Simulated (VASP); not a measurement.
**Ru: electric field gradients with PBEsol**

Ru:

```xyz
2
Lattice="2.7058 0.0000 0.0000 -1.3529 2.3433 0.0000 0.0000 0.0000 4.3247" Properties=species:S:1:pos:R:3 pbc="T T T"
Ru    0.0000    1.5622    1.0812
Ru    1.3529    0.7811    3.2435
```

This cell differs from its parent crystal: zz strain of +1 %.

```json
{"Program": "VASP 6.6.1", "Task": "electric field gradients", "Functional": "PBEsol", "Potentials or basis": "VASP PAW PBE potentials, release 64 (Ru_pv)", "Cutoff": "520 eV", "k mesh": "14 × 14 × 8", "Occupations": "fermi-dirac, width 0.03 eV", "Spin": "no spin polarisation", "Dipole correction": "no", "Further INCAR settings": "ALGO = Normal; EDIFF = 1e-08; NBANDS = 21"}
```

```json
{
  "Pressure": "-9.5 GPa",
  "Band gap on the k mesh": "zero (bands 14 and 15 overlap by 3.11 eV)",
  "Largest electric field gradient by atom": "Ru -9.0 V/Å²"
}
```

Stress tensor (GPa, compression positive):
```
 -7.28   0.00   0.00
  0.00  -7.28   0.00
  0.00   0.00 -13.96
```

Levels at points of the mesh, in eV from the Fermi level:
```
           k point  band 10  band 11  band 12  band 13  band 14  band 15  band 16  band 17  band 18  band 19
(0.00, 0.00, 0.00)    -2.53    -2.47    -1.88    -1.88    -1.28    -1.28     1.13     1.19     1.19    10.00
(0.50, 0.00, 0.00)    -2.89    -2.10    -1.76    -1.55     1.50     1.87     1.89     4.04     6.07    10.30
(0.00, 0.00, 0.50)    -2.75    -2.68    -2.68    -2.68    -2.68     0.55     0.55     0.55     0.55    10.31
(0.50, 0.00, 0.50)    -4.50    -0.99    -0.99     0.45     0.45     1.73     1.73     3.35     3.35    10.26
```

Electric field gradients, principal values (V/Å²):
```
atom  least  middle  greatest (by size)
1 Ru  4.519   4.523              -9.041
2 Ru  4.519   4.523              -9.041
```

Run time: 100 s on 1 thread of Intel Xeon 8259CL, with other jobs on the host, peak memory 0.18 GiB.

Caveat: the cell differs from its parent crystal (zz strain of +1 %); the cell stands under tension; without QUAD_EFG the Cq values of the log hold for a quadrupole moment of 1 mb, not for the nuclei; the PAW data sets were made with another functional, which shifts forces and pressure a little.
